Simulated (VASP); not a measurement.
# Cr (Fd-3m) in VASP: notebook

Cr is run at these levels: PBE; tasks: relaxation of cell and atoms.

Program: VASP 6.6.1. These are calculated values, not measurements. Logs are shortened: lines on timing, memory, paths and dates and some standing lists are left out, and cuts for length are marked.

## (1) The cell of the first run

Symmetry: Fd-3m, No. 227, cubic system. The conventional cell has a = 5.000 Å, b = 5.000 Å, c = 5.000 Å, α = 90.00°, β = 90.00°, γ = 90.00°. Cr (site symmetry -43m) has 4 Cr at 2.17 Å within 2.9 Å.

This isn't the form of Cr at room conditions, which is bcc.

## (2) Relaxation of cell and atoms, PBE, collinear spin, ferromagnetic start

File INCAR:

```
SYSTEM = Cr
  PREC = Accurate
  ENCUT = 600
  EDIFF = 1E-6
  ISMEAR = -1
  SIGMA = 0.05
  LREAL = .False.
  LASPH = .True.
  NELM = 150
  ALGO = Normal
  ISIF = 3
  LWAVE = .False.
  LCHARG = .False.
  ISPIN = 2
  MAGMOM = 3 3
  LORBIT = 11
  LMAXMIX = 4
  GGA = PE
  IBRION = 2
  NSW = 80
  EDIFFG = -0.03
```

File KPOINTS:

```
regular mesh
0
Gamma
  8 8 8
  0 0 0
```

File POSCAR:

```
Cr
1.0
    0.0000000000      2.5000000000      2.5000000000
    2.5000000000      0.0000000000      2.5000000000
    2.5000000000      2.5000000000      0.0000000000
Cr
2
Direct
    0.0000000000      0.0000000000      0.0000000000
    0.2500000000      0.2500000000      0.2500000000
```

Potentials or basis: VASP PAW PBE potentials, release 64 (Cr_pv).

Command:

```
$ cat potpaw_PBE.64/Cr_pv/POTCAR > POTCAR
$ mpirun -np 1 vasp_std > vasp.out
```

OUTCAR:

```text
SYSTEM = Cr
   PREC = Accurate
   ENCUT = 600
   EDIFF = 1E-6
   ISMEAR = -1
   LREAL = .False.
   LASPH = .True.
   NELM = 150
   ISIF = 3
   ISPIN = 2
   LORBIT = 11
   GGA = PE
   IBRION = 2
   NSW = 80
   EDIFFG = -0.03

 ion  position               nearest neighbor table
   1  0.000  0.000  0.000-   2 2.17   2 2.17   2 2.17   2 2.17
   2  0.250  0.250  0.250-   1 2.17   1 2.17   1 2.17   1 2.17

  LATTYP: Found a face centered cubic cell.
 ALAT       =     5.0000000000

  Lattice vectors:

 A1 = (   0.0000000000,   2.5000000000,   2.5000000000)
 A2 = (   2.5000000000,   0.0000000000,   2.5000000000)
 A3 = (   2.5000000000,   2.5000000000,   0.0000000000)

Analysis of symmetry for initial positions (statically):
=====================================================================
 Subroutine PRICEL returns:
 Original cell was already a primitive cell.

 Routine SETGRP: Setting up the symmetry group for a
 face centered cubic supercell.

 Subroutine GETGRP returns: Found 48 space group operations
 (whereof 24 operations were pure point group operations)
 out of a pool of 48 trial point group operations.

The static configuration has the point symmetry T_d .
 The point group associated with its full space group is O_h .

Analysis of symmetry for dynamics (positions and initial velocities):
=====================================================================
 Subroutine PRICEL returns:
 Original cell was already a primitive cell.

 Routine SETGRP: Setting up the symmetry group for a
 face centered cubic supercell.

 Subroutine GETGRP returns: Found 48 space group operations
 (whereof 24 operations were pure point group operations)
 out of a pool of 48 trial point group operations.

The dynamic configuration has the point symmetry T_d .
 The point group associated with its full space group is O_h .

Analysis of structural, dynamic, and magnetic symmetry:
=====================================================================
 Subroutine PRICEL returns:
 Original cell was already a primitive cell.

 Routine SETGRP: Setting up the symmetry group for a
 face centered cubic supercell.

 Subroutine GETGRP returns: Found 48 space group operations
 (whereof 24 operations were pure point group operations)
 out of a pool of 48 trial point group operations.

The overall configuration has the point symmetry T_d .
 The point group associated with its full space group is O_h .

 Subroutine INISYM returns: Found 48 space group operations
 (whereof 24 operations are pure point group operations),
 and found     1 'primitive' translations

----------------------------------------------------------------------------------------

                                     Primitive cell

  volume of cell :      31.2500

  direct lattice vectors                    reciprocal lattice vectors
     0.000000000  2.500000000  2.500000000    -0.200000000  0.200000000  0.200000000
     2.500000000  0.000000000  2.500000000     0.200000000 -0.200000000  0.200000000
     2.500000000  2.500000000  0.000000000     0.200000000  0.200000000 -0.200000000

  length of vectors
     3.535533906  3.535533906  3.535533906     0.346410162  0.346410162  0.346410162

  position of ions in fractional coordinates (direct lattice)
     0.000000000  0.000000000  0.000000000
     0.250000000  0.250000000  0.250000000

  ion indices of the primitive-cell ions
   primitive index   ion index
                 1           1
                 2           2

----------------------------------------------------------------------------------------

 KPOINTS: regular mesh

Automatic generation of k-mesh.
 Grid dimensions read from file:
 generate k-points for:    8    8    8

 Generating k-lattice:

  Cartesian coordinates                     Fractional coordinates (reciprocal lattice)
    -0.025000000  0.025000000  0.025000000     0.125000000  0.000000000  0.000000000
     0.025000000 -0.025000000  0.025000000     0.000000000  0.125000000  0.000000000
     0.025000000  0.025000000 -0.025000000     0.000000000  0.000000000  0.125000000

  Length of vectors
     0.043301270  0.043301270  0.043301270

  Shift w.r.t. Gamma in fractional coordinates (k-lattice)
     0.000000000  0.000000000  0.000000000

 Subroutine IBZKPT returns following result:
 ===========================================

 Found     29 irreducible k-points:

 Following reciprocal coordinates:
            Coordinates               Weight
  0.000000  0.000000  0.000000      1.000000
  0.125000  0.000000  0.000000      8.000000
  0.250000  0.000000  0.000000      8.000000
  0.375000  0.000000  0.000000      8.000000
  0.500000  0.000000  0.000000      4.000000
  0.125000  0.125000  0.000000      6.000000
[... 16 lines left out ...]
  0.500000  0.250000  0.125000     48.000000
 -0.375000  0.250000  0.125000     24.000000
 [... further k-points ...]
   k-points           NKPTS =     29   k-points in BZ     NKDIM =     29   number of bands    NBANDS=     19
   number of dos      NEDOS =    301   number of ions     NIONS =      2
   total plane-waves  NPLWV =  21952
   dimension x,y,z NGX =    28 NGY =   28 NGZ =   28
   dimension x,y,z NGXF=    56 NGYF=   56 NGZF=   56
   ions per type =               2
   NGX,Y,Z   is equivalent  to a cutoff of  13.17, 13.17, 13.17 a.u.
   NGXF,Y,Z  is equivalent  to a cutoff of  26.33, 26.33, 26.33 a.u.
 SYSTEM =  Cr
   PREC   = accura    normal or accurate (medium, high low for compatibility)
   ISTART =      0    job   : 0-new  1-cont  2-samecut
   ICHARG =      2    charge: 1-file 2-atom 10-const
   ISPIN  =      2    spin polarized calculation?
   LNONCOLLINEAR =      F non collinear calculations
   LSORBIT =      F    spin-orbit coupling
   LASPH  =      T    aspherical Exc in radial PAW
   ENCUT  =  600.0 eV  44.10 Ry    6.64 a.u.   7.06  7.06  7.06*2*pi/ulx,y,z
   NELM   =    150;   NELMIN=  2; NELMDL= -5     # of ELM steps
   EDIFF  = 0.1E-05   stopping-criterion for ELM
   LREAL  =      F    real-space projection
   EDIFFG = -.3E-01   stopping-criterion for IOM
   NSW    =     80    number of steps for IOM
   IBRION =      2    ionic relax: 0-MD 1-quasi-New 2-CG
   NFREE  =      1    steps in history (QN), initial steepest desc. (CG)
   ISIF   =      3    stress and relaxation
   ISYM   =      2    0-nonsym 1-usesym 2-fastsym
   POTIM  = 0.5000    time-step for ionic-motion
   TEBEG  =    0.0;   TEEND  =   0.0 temperature during run
   PSTRESS=    0.0 pullay stress
   NELECT =      24.0000    total number of electrons
   NUPDOWN=      -1.0000    fix difference up-down
   EMIN   =  10.00;   EMAX   =-10.00  energy-range for DOS
   EFERMI =   0.00;   METHOD = LEGACY
   ISMEAR =    -1;   SIGMA  =   0.05  broadening in eV -4-tet -1-fermi 0-gaus
   EFERMI_NEDOS =   21; number of points for ismear=-14 and -15
   IALGO  =     38    algorithm
   IMIX   =      4    mixing-type and parameters
     AMIX     =   0.40;   BMIX     =  1.00
     AMIX_MAG =   1.60;   BMIX_MAG =  1.00
  volume/ion in A,a.u.               =      15.62       105.44
  Fermi-wavevector in a.u.,A,eV,Ry     =   1.499208  2.833092 30.580791  2.247625
  Thomas-Fermi vector in A             =   2.610868
   LORBIT       =     11    0 simple, 1 ext, 2 COOP (PROOUT), +10 PAW based schemes
   GGA     = PE    functional components
   LHFCALC =     F    Hartree Fock is set to
   AEXX    =    0.0000 exact exchange contribution
   IVDW    =     0    specifies the selected vdW correction
   LEPSILON=     F    determine dielectric tensor
   LRPA    =     F    only Hartree local field effects (RPA)
 conjugate gradient relaxation of ions
 spin polarized calculation
  energy-cutoff  :      600.00
  volume of cell :       31.25
 maximum number of plane-waves:      1056
   NGX = 15   NGY = 15   NGZ = 15

--------------------------------------- Ionic step        1  -------------------------------------------

 number of electron      24.0000007 magnetization       0.0005598

 number of electron      24.0000007 magnetization      -0.0006675

 Free energy of the ion-electron system (eV)
  ---------------------------------------------------
  ext. energy  EPLUGINS =         0.00000000
  ---------------------------------------------------
  free energy    TOTEN  =       -14.69145163 eV

  energy without entropy =      -14.65990927  energy(sigma->0) =      -14.67568045

------------------------ aborting loop because EDIFF is reached ----------------------------------------

  FORCE on cell =-STRESS in cart. coord.  units (eV):
  Direction    XX          YY          ZZ          XY          YZ          ZX
  --------------------------------------------------------------------------------------
  -------------------------------------------------------------------------------------
  Total        1.3530530      1.3530530      1.3530530      0.0000000      0.0000000     -0.0000000
  in kB       69.3705879     69.3705879     69.3705879      0.0000000      0.0000000     -0.0000000
  external PRESSURE =      69.3705879 kB  Pullay stress =       0.0000000 kB
[... 61 lines left out ...]
--------------------------------------- Ionic step        3  -------------------------------------------

 number of electron      24.0000010 magnetization      -0.0000145

 number of electron      24.0000010 magnetization       0.0000033

 Free energy of the ion-electron system (eV)
  ---------------------------------------------------
  ext. energy  EPLUGINS =         0.00000000
  ---------------------------------------------------
  free energy    TOTEN  =       -14.73095399 eV

  energy without entropy =      -14.69831893  energy(sigma->0) =      -14.71463646

 E-fermi :   6.2483     XC(G=0): -11.3084

 val. band max:        6.2179678404   @ k =  -0.2500   0.5000   0.2500
 cond. band min:       6.2523254718   @ k =  -0.2500   0.2500   0.0000
 fundamental gap:      0.0343576314
 Fermi energy:         6.2483069816

 spin component 1

 k-point     1 :       0.0000    0.0000    0.0000
  band No.  band energies     occupation
      1     -36.4053      1.00000
      2     -36.4053      1.00000
      3     -36.4053      1.00000
      4     -35.6101      1.00000
      5     -35.6101      1.00000
      6     -35.6101      1.00000
[... 11 lines left out ...]
     18      14.6101      0.00000
     19      14.6111      0.00000
[... 491 lines left out ...]
      5     -35.4757      1.00000
      6     -35.4305      1.00000
[... 11 lines left out ...]
     18      10.1301      0.00000
     19      13.8774      0.00000

 [... further k-points ...]

 spin component 2

 k-point     1 :       0.0000    0.0000    0.0000
  band No.  band energies     occupation
      1     -36.4053      1.00000
      2     -36.4053      1.00000
      3     -36.4053      1.00000
      4     -35.6101      1.00000
      5     -35.6101      1.00000
      6     -35.6101      1.00000
[... 11 lines left out ...]
     18      14.6101      0.00000
     19      14.6111      0.00000
[... 535 lines left out ...]
  FREE ENERGIE OF THE ION-ELECTRON SYSTEM (eV)
  ---------------------------------------------------
  free  energy   TOTEN  =       -14.7309539946 eV

  energy  without entropy=      -14.6983189288  energy(sigma->0) =      -14.71463646

 reached required accuracy - stopping structural energy minimisation

 total charge

# of ion       s       p       d       tot
------------------------------------------
    1        0.481   6.185   4.461  11.127
    2        0.481   6.185   4.461  11.127
--------------------------------------------------
tot          0.963  12.369   8.922  22.254

 magnetization (x)

# of ion       s       p       d       tot
------------------------------------------
    1       -0.000   0.000   0.000   0.000
    2       -0.000   0.000   0.000   0.000
--------------------------------------------------
tot         -0.000   0.000   0.000   0.000
```

Run time: 3.5 min. Hardware: 1 thread of AMD EPYC 7R13, shared host; peak memory 0.16 GiB.

Results:

| Item | Value |
| --- | --- |
| Free energy | -14.7310 eV |
| Relaxed volume | 16.58 Å³/atom |
| Relaxed cell | a = 3.606 Å, b = 3.606 Å, c = 3.606 Å, α = 60.00°, β = 60.00°, γ = 60.00° |
| Space group after relaxing (to 0.1 Å) | Fd-3m (No. 227) |
| Energy gained by relaxing | 19.8 meV/atom |
| Ionic steps | 3 |
| Pressure after relaxing | 0.0 GPa |
| Band gap on the k mesh | zero (filled and empty bands overlap) |
| Net moment | 0.00 μB per cell |
| Valence electrons inside the program's atomic spheres | Cr 11.13 |

Step by step:
```tsv
step	energy change (eV)	largest force (eV/Å)	pressure (GPa)	volume (Å³)
1	0.0000	0.0000	6.94	31.25
2	-0.0250	0.0000	-3.60	34.41
3	-0.0395	0.0000	0.01	33.16
```

Final structure:
```
Cr
1.0
     0.00000    2.55005    2.55005
     2.55005    0.00000    2.55005
     2.55005    2.55005    0.00000
Cr
2
Direct
  0.00000 0.00000 0.00000
  0.25000 0.25000 0.25000
```

Levels at points of the mesh, in eV from the Fermi level:
Spin up:
| k point | band 8 | band 9 | band 10 | band 11 | band 12 | band 13 | band 14 | band 15 | band 16 | band 17 |
| --- | --- | --- | --- | --- | --- | --- | --- | --- | --- | --- |
| (0.00, 0.00, 0.00) | -1.52 | -1.52 | -1.05 | -1.05 | -1.05 | 1.07 | 1.07 | 1.07 | 3.12 | 3.12 |
| (0.50, 0.00, 0.00) | -1.91 | -1.42 | -1.42 | -1.07 | -1.07 | -0.03 | 1.81 | 1.81 | 2.75 | 2.75 |
| (0.50, 0.50, 0.00) | -2.58 | -0.98 | -0.98 | -0.10 | -0.10 | 0.76 | 0.76 | 2.98 | 2.98 | 4.07 |
Spin down:
```
           k point  band 8  band 9  band 10  band 11  band 12  band 13  band 14  band 15  band 16  band 17
(0.00, 0.00, 0.00)   -1.52   -1.52    -1.05    -1.05    -1.05     1.07     1.07     1.07     3.12     3.12
(0.50, 0.00, 0.00)   -1.91   -1.42    -1.42    -1.07    -1.07    -0.03     1.81     1.81     2.75     2.75
(0.50, 0.50, 0.00)   -2.58   -0.98    -0.98    -0.10    -0.10     0.76     0.76     2.98     2.98     4.07
```

Caveat: the moments typed at the start vanished in this run.

## (3) Relaxation of cell and atoms, PBE, collinear spin, ferromagnetic start, target pressure 10 GPa, at which the enthalpy is minimised

File INCAR:

```
PREC = Accurate
ENCUT = 600
EDIFF = 1E-7
ISMEAR = -1
SIGMA = 0.05
LREAL = False
LASPH = True
NELM = 150
ALGO = Normal
ISIF = 3
LWAVE = False
LCHARG = False
ISPIN = 2
MAGMOM = 3 3
LORBIT = 11
LMAXMIX = 4
GGA = PE
IBRION = 2
NSW = 80
EDIFFG = -0.03
PSTRESS = 100.0
```

File KPOINTS:

```
regular mesh
0
Gamma
  8 8 8
```

POSCAR is that of step 2.

Potentials or basis: VASP PAW PBE potentials, release 64 (Cr_pv).

Command:

```
$ cat potpaw_PBE.64/Cr_pv/POTCAR > POTCAR
$ mpirun -np 1 vasp_std > vasp.out
```

It took 4.1 min on 1 thread of AMD EPYC 7R13, shared host; peak memory 0.16 GiB.

It converged, with:

| Property | Result |
| --- | --- |
| Free energy | -14.6543 eV |
| Relaxed volume | 15.27 Å³/atom |
| Relaxed cell | a = 3.509 Å, b = 3.509 Å, c = 3.509 Å, α = 60.00°, β = 60.00°, γ = 60.00° |
| Space group after relaxing (to 0.1 Å) | Fd-3m (No. 227) |
| Energy change on relaxing (the run minimises the enthalpy) | +18.6 meV/atom |
| Ionic steps | 3 |
| Pressure after relaxing | 10.0 GPa |
| Band gap on the k mesh | zero (filled and empty bands overlap) |
| Net moment | 0.00 μB per cell |
| Valence electrons inside the program's atomic spheres | Cr 11.27 |

The path:
```
step  energy change (eV)  largest force (eV/Å)  pressure (GPa)  volume (Å³)
   1              0.0000                0.0000            6.92        31.25
   2              0.0825                0.0000           13.03        29.91
   3              0.0372                0.0000            9.99        30.54
```

Final structure:
```yaml
crystal:
  lattice:
    - [0.00000, 2.48102, 2.48102]
    - [2.48102, 0.00000, 2.48102]
    - [2.48102, 2.48102, 0.00000]
  atoms:
    - { symbol: Cr, position: [0.00000, 0.00000, 0.00000] }
    - { symbol: Cr, position: [0.25000, 0.25000, 0.25000] }
```

Levels at points of the mesh, in eV from the Fermi level:
Spin up:
```tsv
k point	band 9	band 10	band 11	band 12	band 13	band 14	band 15	band 16
(0.00, 0.00, 0.00)	-1.79	-1.18	-1.18	-1.18	1.12	1.12	1.12	3.40
(0.50, 0.00, 0.00)	-1.69	-1.69	-1.24	-1.24	0.04	1.95	1.95	2.99
(0.50, 0.50, 0.00)	-1.14	-1.14	0.04	0.04	0.73	0.73	3.23	3.23
```
Spin down:
| k point | band 9 | band 10 | band 11 | band 12 | band 13 | band 14 | band 15 | band 16 |
| --- | --- | --- | --- | --- | --- | --- | --- | --- |
| (0.00, 0.00, 0.00) | -1.79 | -1.18 | -1.18 | -1.18 | 1.12 | 1.12 | 1.12 | 3.40 |
| (0.50, 0.00, 0.00) | -1.69 | -1.69 | -1.24 | -1.24 | 0.04 | 1.95 | 1.95 | 2.99 |
| (0.50, 0.50, 0.00) | -1.14 | -1.14 | 0.04 | 0.04 | 0.73 | 0.73 | 3.23 | 3.23 |

Caveat: the cell is relaxed towards a set pressure, so the run minimises the enthalpy, not the energy; the moments typed at the start vanished in this run.

The gap in the log of VASP goes by the Fermi energy; the results here count the filled bands.